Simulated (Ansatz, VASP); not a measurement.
**Al2Cu in VASP and in Ansatz**

```
Al Cu
1.0
     3.92880    0.00000    0.00000
     0.00000    3.92880    0.00000
     0.00000    0.00000    2.65400
Al Cu
2 1
Cartesian
  1.9644 0.0000 1.3270
  0.0000 1.9644 1.3270
  0.0000 0.0000 0.0000
```

Alike in both runs: task single point; functional PBE; k mesh 10 × 10 × 14; occupations gaussian, width 0.15 eV; no spin polarisation.

```csv
,VASP,Ansatz
version,VASP 6.6.1,Ansatz 0.2.0
potentials or method,"VASP PAW PBE potentials, release 64 (Al, Cu), cutoff 520 eV","scalar-relativistic, plane waves, PAW"
valence electrons in the cell,17,25
```

Ansatz gave:

| Item | Value |
| --- | --- |
| gap on the k mesh at the Fermi level (eV) | none |
| pressure (GPa) | 24.5 |
| traceless stress, the component that is largest in VASP (GPa) | 3.94 |

Which values does VASP return?

gap on the k mesh at the Fermi level (eV): none; pressure (GPa): 24.7; traceless stress, the component that is largest in VASP (GPa): 3.91.

A gap of «none» marks a metal or a gap that the smearing closes. VASP's potentials hold 17 valence electrons a cell and Ansatz's 25, so a difference there can come from the potentials and not from the codes.
